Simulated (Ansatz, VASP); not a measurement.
# Two plane-wave programs on Si3Mo

```
CELL_PARAMETERS angstrom
3.21685 0.00000 0.00000
0.00000 3.21685 0.00000
0.00000 0.00000 24.21299
ATOMIC_POSITIONS crystal
Si 0.50000 0.50000 0.30975
Si 0.00000 0.00000 0.36509
Si 0.00000 0.00000 0.47233
Si 0.50000 0.50000 0.52767
Si 0.50000 0.50000 0.63491
Si 0.00000 0.00000 0.69025
Mo 0.50000 0.50000 0.41871
Mo 0.00000 0.00000 0.58129
```

Alike in both runs: task single point; functional PBE; k mesh 11 × 11 × 1; occupations gaussian, width 0.1 eV; no spin polarisation.

|  | VASP | Ansatz |
| --- | --- | --- |
| version | VASP 6.6.1 | Ansatz 0.2.0 |
| potentials or method | VASP PAW PBE potentials, release 64 (Si, Mo_sv), cutoff 520 eV | scalar-relativistic, plane waves, PAW |
| valence electrons in the cell | 52 | 52 |

VASP gave:

```
gap on the k mesh at the Fermi level (eV) : none
rms of the force components (eV/Å)        : 0.112
```

Q: What did Ansatz give for the same quantities?

A: gap on the k mesh at the Fermi level (eV): none; rms of the force components (eV/Å): 0.109.

A gap of «none» marks a metal or a gap that the smearing closes. The functional is the same, so the differences come from potentials, cutoffs and numerics. Ansatz's warnings: xc potential rough in thin density.
